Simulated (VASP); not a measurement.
A run of VASP 6.6.1 is set up as follows.

Contents of INCAR:

```
PREC = Accurate
ENCUT = 520
EDIFF = 1E-6
ISMEAR = 0
SIGMA = 0.2
LREAL = False
LASPH = True
NELM = 100
ALGO = Fast
ISIF = 2
LWAVE = False
LCHARG = False
GGA = PE
NBANDS = 76
```

File KPOINTS:

```
Automatic mesh
0
Gamma
  12 12 1
```

Contents of POSCAR:

```
Cu2Ni
1.0
    2.5231797970      0.0000000000      0.0000000000
   -1.2615898985      2.1851378026      0.0000000000
    0.0000000000      0.0000000000     25.1063876000
Cu Ni
8 4
Direct
    0.3333333333      0.6666666667      0.4151420000
    0.3333333333      0.6666666667      0.9151420000
    0.3333333333      0.6666666667      0.0848580000
    0.3333333333      0.6666666667      0.5848580000
    0.3333333333      0.6666666667      0.2500000000
    0.3333333333      0.6666666667      0.7500000000
    0.6666666667      0.3333333333      0.0000000000
    0.6666666667      0.3333333333      0.5000000000
    0.6666666667      0.3333333333      0.1672625000
    0.6666666667      0.3333333333      0.6672625000
    0.6666666667      0.3333333333      0.3327375000
    0.6666666667      0.3333333333      0.8327375000
```

Potentials or basis: VASP PAW PBE potentials, release 64 (Cu, Ni).

Run with:

```console
$ cat potpaw_PBE.64/Cu/POTCAR potpaw_PBE.64/Ni/POTCAR > POTCAR
$ mpirun -np 1 vasp_std > vasp.out
```

(1) Estimate the largest force.

(2) Predict the band gap on the k mesh.

Answers

(1) 0.020 eV/Å.

(2) zero (bands 64 and 65 overlap by 4.32 eV).
